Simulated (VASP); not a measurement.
**Re: single point with BLYP**

Re:

```
Re
1.0
     0.00000    2.03419    2.03419
     2.03419    0.00000    2.03419
     2.03419    2.03419    0.00000
Re
1
Direct
  0.00000 0.00000 0.00000
```

This isn't the form of Re at room conditions, which is hcp.

* Program: VASP 6.6.1
* Task: single point
* Functional: BLYP
* Potentials or basis: VASP PAW PBE potentials, release 64 (Re)
* Cutoff: 520 eV
* k mesh: 15 × 15 × 15
* Occupations: fermi-dirac, width 0.1 eV
* Spin: no spin polarisation

```yaml
Pressure: -19.7 GPa
Band_gap_on_the_k_mesh: zero (an odd number of electrons rules out a gap without spin polarisation)
```

Levels at points of the mesh, in eV from the Fermi level:
```
           k point  band 1  band 2  band 3  band 4  band 5  band 6  band 7  band 8
(0.00, 0.00, 0.00)   -8.98   -1.60   -1.60   -1.60    0.98    0.98   14.03   18.92
```

Wall time 32 s on 1 thread of Intel Xeon 8259CL, on a shared host, peak memory 0.15 GiB.

Caveat: the cell stands under tension; the PAW data sets were made with another functional, which shifts forces and pressure a little; spin-orbit coupling is left out, which moves the levels of the heavy elements.
